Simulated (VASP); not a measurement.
Crystal: CuF.

```
Cu F
1.0
     2.47101    0.00000    0.00000
     0.00000    2.47101    0.00000
     0.00000    0.00000    3.41650
Cu F
1 1
Cartesian
  0.0000 0.0000 0.0000
  1.2355 1.2355 1.7083
```

* Program: VASP 6.6.1
* Task: relaxation of cell and atoms
* Functional: PBE
* Potentials or basis: VASP PAW PBE potentials, release 64 (Cu, F)
* Cutoff: 600 eV
* k mesh: 8 × 8 × 6
* Occupations: gaussian, width 0.1 eV
* Spin: collinear spin, ferromagnetic start
* Starting moments: [1.0, 0.0] μB

At the start: pressure 4.3 GPa; volume 10.43 Å³/atom.

Where does the relaxation end?

Over 9 steps the energy falls by 114.5 meV/atom and the volume is 10.87 Å³/atom (+4.2 %); space group P4/mmm (No. 123, to 0.05 Å); moment 0.00 μB per cell.

Step by step:
| step | energy change (eV) | largest force (eV/Å) | pressure (GPa) | volume (Å³) |
| --- | --- | --- | --- | --- |
| 1 | 0.0000 | 0.0000 | 4.32 | 20.86 |
| 2 | -0.1229 | 0.0000 | -0.18 | 21.68 |
| 3 | -0.1762 | 0.0000 | -3.01 | 22.42 |
| 4 | -0.1795 | 0.0000 | -7.32 | 23.71 |
| 5 | -0.1904 | 0.0000 | -4.81 | 22.97 |
| 6 | -0.2217 | 0.0000 | -0.01 | 21.74 |
| 7 | -0.2227 | 0.0000 | 1.05 | 21.52 |
| 8 | -0.2259 | 0.0000 | 0.58 | 21.60 |
| 9 | -0.2291 | 0.0000 | -0.19 | 21.74 |

Final structure:
```
CELL_PARAMETERS angstrom
2.76957 0.00000 0.00000
0.00000 2.76957 0.00000
0.00000 0.00000 2.83449
ATOMIC_POSITIONS crystal
Cu 0.00000 0.00000 0.00000
F 0.50000 0.50000 0.50000
```
